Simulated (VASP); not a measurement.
# CsMgAuC6N6 (F-43m) in VASP: a series of runs

The runs below take CsMgAuC6N6 through single point, with PBE.

All numbers are computed with VASP 6.6.1; they aren't measurements. Logs are shortened: lines on timing, memory, paths and dates and some standing lists are left out, and cuts for length are marked.

### Step 1. The cell of the first run

It takes space group F-43m (No. 216, cubic). The conventional cell has a = 10.324 Å, b = 10.324 Å, c = 10.324 Å, α = 90.00°, β = 90.00°, γ = 90.00°. Cs (site symmetry -43m) has 12 N at 3.68 Å and 12 C at 3.71 Å and 4 Au at 4.47 Å and 4 Mg at 4.47 Å within 4.8 Å. Mg (site symmetry -43m) has 6 N at 2.08 Å within 2.7 Å. Within 1.6 Å of C (site symmetry 2mm) lie 1 N at 1.17 Å. Within 2.5 Å of Au (site symmetry -43m) lie 6 C at 1.92 Å. N (site symmetry 2mm) has 1 C at 1.17 Å within 1.6 Å.

### Step 2. Single point, PBE, collinear spin

File INCAR:

```
ALGO = Normal
EDIFF = 1E-7
ENCUT = 520
GGA = PE
ISIF = 2
ISMEAR = 0
ISPIN = 2
LASPH = T
LCHARG = T
LELF = T
LMAXMIX = 4
LORBIT = 11
LREAL = Auto
LVHAR = T
LWAVE = F
MAGMOM = 0 0 0 0 0 0 0 0 1 0 0 0 0 0 0
NBANDS = 55
NELM = 150
PREC = Accurate
SIGMA = 0.1
```

File KPOINTS:

```
k-points
0
Gamma
  4 4 4
```

File POSCAR:

```
CsMgAuC6N6
1.0
    0.0000000000      5.1620000000      5.1620000000
    5.1620000000      0.0000000000      5.1620000000
    5.1620000000      5.1620000000      0.0000000000
Cs Mg C Au N
1 1 6 1 6
Direct
    0.7500000000      0.7500000000      0.7500000000
    0.5000000000      0.5000000000      0.5000000000
    0.8143161600      0.1856838400      0.1856838400
    0.1856838400      0.1856838400      0.8143161600
    0.8143161600      0.1856838400      0.8143161600
    0.1856838400      0.8143161600      0.8143161600
    0.8143161600      0.8143161600      0.1856838400
    0.1856838400      0.8143161600      0.1856838400
    0.0000000000      0.0000000000      0.0000000000
    0.7009879900      0.2990120100      0.2990120100
    0.2990120100      0.2990120100      0.7009879900
    0.7009879900      0.2990120100      0.7009879900
    0.2990120100      0.7009879900      0.7009879900
    0.7009879900      0.7009879900      0.2990120100
    0.2990120100      0.7009879900      0.2990120100
```

Potentials or basis: VASP PAW PBE potentials, release 64 (Cs_sv, Mg, C, Au, N).

Command:

```console
$ cat potpaw_PBE.64/Cs_sv/POTCAR potpaw_PBE.64/Mg/POTCAR potpaw_PBE.64/C/POTCAR potpaw_PBE.64/Au/POTCAR potpaw_PBE.64/N/POTCAR > POTCAR
$ mpirun -np 1 vasp_std > vasp.out
```

OUTCAR:

```text
EDIFF = 1E-7
   ENCUT = 520
   GGA = PE
   ISIF = 2
   ISMEAR = 0
   ISPIN = 2
   LASPH = T
   LORBIT = 11
   LREAL = Auto
   NELM = 150
   PREC = Accurate

 ion  position               nearest neighbor table
   1  0.750  0.750  0.750-
   2  0.500  0.500  0.500-  10 2.08  11 2.08  12 2.08  13 2.08  14 2.08  15 2.08
   3  0.814  0.186  0.186-  10 1.17   9 1.92
   4  0.186  0.186  0.814-  11 1.17   9 1.92
   5  0.814  0.186  0.814-  12 1.17   9 1.92
   6  0.186  0.814  0.814-  13 1.17   9 1.92
   7  0.814  0.814  0.186-  14 1.17   9 1.92
   8  0.186  0.814  0.186-  15 1.17   9 1.92
   9  0.000  0.000  0.000-   3 1.92   4 1.92   5 1.92   6 1.92   7 1.92   8 1.92
  10  0.701  0.299  0.299-   3 1.17   2 2.08
  11  0.299  0.299  0.701-   4 1.17   2 2.08
  12  0.701  0.299  0.701-   5 1.17   2 2.08
  13  0.299  0.701  0.701-   6 1.17   2 2.08
  14  0.701  0.701  0.299-   7 1.17   2 2.08
  15  0.299  0.701  0.299-   8 1.17   2 2.08

  LATTYP: Found a face centered cubic cell.
 ALAT       =    10.3240000000

  Lattice vectors:

 A1 = (   0.0000000000,   5.1620000000,   5.1620000000)
 A2 = (   5.1620000000,   0.0000000000,   5.1620000000)
 A3 = (   5.1620000000,   5.1620000000,   0.0000000000)

Analysis of symmetry for initial positions (statically):
=====================================================================
 Subroutine PRICEL returns:
 Original cell was already a primitive cell.

 Routine SETGRP: Setting up the symmetry group for a
 face centered cubic supercell.

 Subroutine GETGRP returns: Found 24 space group operations
 (whereof 24 operations were pure point group operations)
 out of a pool of 48 trial point group operations.

The static configuration has the point symmetry T_d .

Analysis of symmetry for dynamics (positions and initial velocities):
=====================================================================
 Subroutine PRICEL returns:
 Original cell was already a primitive cell.

 Routine SETGRP: Setting up the symmetry group for a
 face centered cubic supercell.
[... 186 lines left out ...]
  band No.  band energies     occupation
      1     -20.5508      1.00000
      2     -17.4564      1.00000
      3     -17.1736      1.00000
      4     -17.1736      1.00000
      5     -17.1736      1.00000
      6     -17.1010      1.00000
[... 413 lines left out ...]
     49       5.4351      0.00000
     50       6.2480      0.00000
 Fermi energy:         3.7025957665

 spin component 2

 k-point     1 :       0.0000    0.0000    0.0000
  band No.  band energies     occupation
      1     -20.5427      1.00000
      2     -17.3637      1.00000
      3     -17.0874      1.00000
      4     -17.0874      1.00000
      5     -17.0874      1.00000
      6     -17.0105      1.00000
[... 413 lines left out ...]
     49       5.7153      0.00000
     50       6.2886      0.00000
 [bands above 50 left out]

------------------------ aborting loop because EDIFF is reached ----------------------------------------

  FORCE on cell =-STRESS in cart. coord.  units (eV):
  Direction    XX          YY          ZZ          XY          YZ          ZX
  --------------------------------------------------------------------------------------
  -------------------------------------------------------------------------------------
  Total       29.5769569     29.5769569     29.5769569     -0.0000000      0.0000000      0.0000000
  in kB      172.2582672    172.2582672    172.2582672     -0.0000000      0.0000000      0.0000000
  external PRESSURE =     172.2582672 kB  Pullay stress =       0.0000000 kB

 VOLUME and BASIS-vectors are now :
 -----------------------------------------------------------------------------
  energy-cutoff  :      520.00
  volume of cell :      275.10
      direct lattice vectors                 reciprocal lattice vectors
     0.000000000  5.162000000  5.162000000    -0.096861682  0.096861682  0.096861682
     5.162000000  0.000000000  5.162000000     0.096861682 -0.096861682  0.096861682
     5.162000000  5.162000000  0.000000000     0.096861682  0.096861682 -0.096861682

 POSITION                                       TOTAL-FORCE (eV/Angst)
 -----------------------------------------------------------------------------------
      7.74300      7.74300      7.74300        -0.000000     -0.000000     -0.000000
      5.16200      5.16200      5.16200        -0.000000     -0.000000     -0.000000
      1.91700      5.16200      5.16200         6.205293     -0.000000     -0.000000
      5.16200      5.16200      1.91700        -0.000000     -0.000000      6.205293
      5.16200      8.40700      5.16200        -0.000000     -6.205293     -0.000000
      8.40700      5.16200      5.16200        -6.205293     -0.000000     -0.000000
      5.16200      5.16200      8.40700        -0.000000     -0.000000     -6.205293
      5.16200      1.91700      5.16200        -0.000000      6.205293     -0.000000
      0.00000      0.00000      0.00000        -0.000000     -0.000000     -0.000000
      3.08700      5.16200      5.16200        -0.386562     -0.000000     -0.000000
      5.16200      5.16200      3.08700        -0.000000     -0.000000     -0.386562
      5.16200      7.23700      5.16200        -0.000000      0.386562     -0.000000
      7.23700      5.16200      5.16200         0.386562     -0.000000     -0.000000
      5.16200      5.16200      7.23700        -0.000000     -0.000000      0.386562
      5.16200      3.08700      5.16200        -0.000000     -0.386562     -0.000000
 -----------------------------------------------------------------------------------
    total drift:                               -0.000000     -0.000000     -0.000000

  FREE ENERGIE OF THE ION-ELECTRON SYSTEM (eV)
  ---------------------------------------------------
  free  energy   TOTEN  =      -102.1686306025 eV

  energy  without entropy=     -102.1573420935  energy(sigma->0) =     -102.16298635

 total charge

# of ion       s       p       d       tot
------------------------------------------
    1        1.829   4.715   0.021   6.565
    2        0.140   0.190   0.080   0.410
    3        0.973   1.687   0.000   2.660
    4        0.973   1.687   0.000   2.660
    5        0.973   1.687   0.000   2.660
    6        0.973   1.687   0.000   2.660
    7        0.973   1.687   0.000   2.660
    8        0.973   1.687   0.000   2.660
    9        0.789   1.286   8.711  10.786
   10        1.323   2.572   0.000   3.895
   11        1.323   2.572   0.000   3.895
   12        1.323   2.572   0.000   3.895
   13        1.323   2.572   0.000   3.895
   14        1.323   2.572   0.000   3.895
   15        1.323   2.572   0.000   3.895
--------------------------------------------------
tot         16.534  31.748   8.812  57.094

 magnetization (x)

# of ion       s       p       d       tot
------------------------------------------
    1       -0.000   0.000   0.008   0.008
    2        0.002   0.004   0.001   0.008
    3        0.051   0.080   0.000   0.131
    4        0.051   0.080   0.000   0.131
    5        0.051   0.080   0.000   0.131
    6        0.051   0.080   0.000   0.131
    7        0.051   0.080   0.000   0.131
    8        0.051   0.080   0.000   0.131
    9       -0.009  -0.019   0.720   0.692
   10        0.008  -0.008   0.000  -0.000
   11        0.008  -0.008   0.000  -0.000
   12        0.008  -0.008   0.000  -0.000
   13        0.008  -0.008   0.000  -0.000
   14        0.008  -0.008   0.000  -0.000
   15        0.008  -0.008   0.000  -0.000
--------------------------------------------------
tot          0.351   0.415   0.730   1.496
```

OSZICAR:

```text
N       E                     dE             d eps       ncg     rms          rms(c)
DAV:   1     0.464191552660E+03    0.46419E+03   -0.34886E+04  1768   0.120E+03
DAV:   2    -0.746461761178E+02   -0.53884E+03   -0.52112E+03  2251   0.273E+02
[... 14 lines left out ...]
DAV:  17    -0.102168666504E+03    0.20123E-04   -0.29256E-05  2092   0.268E-02    0.784E-02
DAV:  18    -0.102168638374E+03    0.28130E-04   -0.81652E-06  2017   0.123E-02    0.456E-02
DAV:  19    -0.102168632553E+03    0.58206E-05   -0.24292E-06  2099   0.733E-03    0.683E-03
DAV:  20    -0.102168631246E+03    0.13066E-05   -0.51524E-07  2059   0.303E-03    0.143E-02
DAV:  21    -0.102168630622E+03    0.62428E-06   -0.29910E-07  1779   0.260E-03    0.339E-03
DAV:  22    -0.102168630603E+03    0.19506E-07   -0.50846E-08  1330   0.104E-03
   1 F= -.10216863E+03 E0= -.10216299E+03  d E =-.112885E-01  mag=     2.0000
```

It took 20 min on 1 thread of Intel Xeon 8259CL, shared host; peak memory 0.62 GiB.

What came out:

- Free energy: -102.1686 eV
- Pressure: 17.2 GPa
- Largest force: 6.205 eV/Å
- Band gap on the k mesh: 0.05 eV (least direct gap 0.22 eV)
- Net moment: 2.00 μB per cell
- Site moments: Cs +0.01; Mg +0.01; C +0.13; Au +0.69; N -0.00 μB
- Valence electrons inside the program's atomic spheres: Cs 6.57; Mg 0.41; C 2.66; Au 10.79; N 3.90

Forces in eV/Å, atoms in the order of the input:
```
Cs   0.000  0.000  0.000
Mg   0.000  0.000  0.000
C    6.205  0.000  0.000
C    0.000  0.000  6.205
C    0.000 -6.205  0.000
C   -6.205  0.000  0.000
C    0.000  0.000 -6.205
C    0.000  6.205  0.000
Au   0.000  0.000  0.000
N   -0.387  0.000  0.000
N    0.000  0.000 -0.387
N    0.000  0.387  0.000
N    0.387  0.000  0.000
N    0.000  0.000  0.387
N    0.000 -0.387  0.000
```

Levels at points of the mesh, in eV from the valence-band top:
Spin up:
```
           k point  band 36  band 37  band 38  band 39  band 40  band 41  band 42  band 43
(0.00, 0.00, 0.00)    -6.26    -6.26    -0.14    -0.14     0.18     0.18     0.18     0.61
(0.50, 0.00, 0.00)    -6.27    -6.27    -0.18    -0.18     0.05     0.30     0.30     0.83
(0.50, 0.50, 0.00)    -6.18    -6.18    -0.26     0.00     0.30     0.56     0.80     0.80
```
Spin down:
```csv
k point,band 33,band 34,band 35,band 36,band 37,band 38,band 39,band 40,band 41,band 42
"(0.00, 0.00, 0.00)",-6.65,-6.65,-6.17,-6.17,-6.17,0.41,0.41,0.41,0.50,0.50
"(0.50, 0.00, 0.00)",-6.35,-6.32,-6.32,-6.12,-6.12,0.30,0.43,0.43,0.61,0.61
"(0.50, 0.50, 0.00)",-6.30,-6.17,-6.07,-6.05,-6.05,0.42,0.55,0.71,0.78,1.03
```

Caveat: the cell stands under pressure; spin-orbit coupling is left out, which moves the levels of the heavy elements; forces of over 1 eV/Å act on the atoms, so gaps and moduli don't describe the material at rest. A k mesh can miss the band edges.

### Step 3. Single point, PBE, collinear spin

This run uses another cell than the first one, of 22.88 Å³/atom.

File INCAR:

```
SYSTEM = CsMgAuC6N6
  PREC = Accurate
  ENCUT = 520
  EDIFF = 1E-6
  ISMEAR = 0
  SIGMA = 0.1
  LREAL = Auto
  LASPH = .True.
  NELM = 150
  ALGO = Normal
  ISIF = 2
  LWAVE = .False.
  LCHARG = .True.
  ISPIN = 2
  MAGMOM = 0 0 0 0 0 0 0 0 1 0 0 0 0 0 0
  LORBIT = 11
  LMAXMIX = 4
  GGA = PE
  LELF = .True.
  LVHAR = .True.
  NBANDS = 55
```

File KPOINTS:

```
regular mesh
0
Gamma
  4 4 4
  0 0 0
```

File POSCAR:

```
CsMgAuC6N6
1.0
    0.0000000000      5.5570334593      5.5570334593
    5.5570334593      0.0000000000      5.5570334593
    5.5570334593      5.5570334593      0.0000000000
Cs Mg C Au N
1 1 6 1 6
Direct
    0.7500000000      0.7500000000      0.7500000000
    0.5000000000      0.5000000000      0.5000000000
    0.7999554073      0.2000445927      0.2000445927
    0.2000445927      0.2000445927      0.7999554073
    0.7999554073      0.2000445927      0.7999554073
    0.2000445927      0.7999554073      0.7999554073
    0.7999554073      0.7999554073      0.2000445927
    0.2000445927      0.7999554073      0.2000445927
    0.0000000000      0.0000000000      0.0000000000
    0.6950484690      0.3049515310      0.3049515310
    0.3049515310      0.3049515310      0.6950484690
    0.6950484690      0.3049515310      0.6950484690
    0.3049515310      0.6950484690      0.6950484690
    0.6950484690      0.6950484690      0.3049515310
    0.3049515310      0.6950484690      0.3049515310
```

Potentials or basis: VASP PAW PBE potentials, release 64 (Cs_sv, Mg, C, Au, N).

Command:

```console
$ cat potpaw_PBE.64/Cs_sv/POTCAR potpaw_PBE.64/Mg/POTCAR potpaw_PBE.64/C/POTCAR potpaw_PBE.64/Au/POTCAR potpaw_PBE.64/N/POTCAR > POTCAR
$ mpirun -np 1 vasp_std > vasp.out
```

It took 20 min on 1 thread of Intel Xeon 8259CL, shared host; peak memory 0.78 GiB.

It converged, with:

```yaml
Free_energy: -107.3399 eV
Pressure: 0.4 GPa
Largest_force: 0.410 eV/Å
Band_gap_on_the_k_mesh: 0.59 eV
Net_moment: 2.00 μB per cell
Site_moments: Cs +0.00; Mg +0.01; C +0.14; Au +0.79; N +0.00 μB
Valence_electrons_inside_the_program's_atomic_spheres: Cs 6.55; Mg 0.32; C 2.57; Au 9.61; N 3.89
```

Forces on the atoms (eV/Å):
```
Cs   0.000  0.000  0.000
Mg   0.000  0.000  0.000
C   -0.410  0.000  0.000
C    0.000  0.000 -0.410
C    0.000  0.410  0.000
C    0.410  0.000  0.000
C    0.000  0.000  0.410
C    0.000 -0.410  0.000
Au   0.000  0.000  0.000
N    0.409  0.000  0.000
N    0.000  0.000  0.409
N    0.000 -0.409  0.000
N   -0.409  0.000  0.000
N    0.000  0.000 -0.409
N    0.000  0.409  0.000
```

Levels at points of the mesh, in eV from the valence-band top:
Spin up:
```csv
k point,band 37,band 38,band 39,band 40,band 41,band 42
"(0.00, 0.00, 0.00)",-3.66,-0.03,-0.03,3.01,3.01,3.01
"(0.50, 0.00, 0.00)",-3.57,-0.09,-0.09,3.06,3.32,3.32
"(0.50, 0.50, 0.00)",-3.53,-0.20,0.00,3.08,3.43,3.67
```
Spin down:
| k point | band 33 | band 34 | band 35 | band 36 | band 37 | band 38 | band 39 | band 40 | band 41 | band 42 |
| --- | --- | --- | --- | --- | --- | --- | --- | --- | --- | --- |
| (0.00, 0.00, 0.00) | -3.92 | -3.92 | -3.58 | -3.58 | -3.58 | 0.75 | 0.75 | 3.19 | 3.19 | 3.19 |
| (0.50, 0.00, 0.00) | -3.66 | -3.65 | -3.65 | -3.39 | -3.39 | 0.69 | 0.69 | 3.26 | 3.51 | 3.51 |
| (0.50, 0.50, 0.00) | -3.55 | -3.55 | -3.43 | -3.43 | -3.34 | 0.59 | 0.78 | 3.26 | 3.61 | 3.84 |

Caveat: spin-orbit coupling is left out, which moves the levels of the heavy elements.
